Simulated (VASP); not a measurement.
**CoSi2: single point with PBEsol**

Crystal: CoSi2.

```
Co Si
1.0
     0.00000    2.65635    2.65635
     2.65635    0.00000    2.65635
     2.65635    2.65635    0.00000
Co Si
1 2
Direct
  0.00000 0.00000 0.00000
  0.25000 0.25000 0.25000
  0.75000 0.75000 0.75000
```

| Property | Result |
| --- | --- |
| Program | VASP 6.6.1 |
| Task | single point |
| Functional | PBEsol |
| Potentials or basis | VASP PAW PBE potentials, release 64 (Co, Si) |
| Cutoff | 520 eV |
| k mesh | 14 × 14 × 14 |
| Occupations | gaussian, width 0.15 eV |
| Spin | collinear spin, ferromagnetic start |
| Starting moments | [0.825, 0.0, 0.0] μB |
| Fixed moment | 0.825 μB |
| Dipole correction | no |
| Further INCAR settings | ALGO = Normal; EDIFF = 1e-07; NBANDS = 20 |

- Pressure: 2.5 GPa
- Net moment: 0.82 μB per cell
- Site moments: Co +0.50; Si +0.07 μB
- Valence electrons inside the program's atomic spheres: Co 8.92; Si 1.61

Run time: 2.4 min on 1 thread of Intel(R) Xeon(R) Platinum 8375C CPU @ 2.90GHz (Ice Lake) (shared host), peak memory 0.25 GiB.

Caveat: the PAW data sets were made with another functional, which shifts forces and pressure a little; the total moment is fixed, so each spin has its own Fermi level.
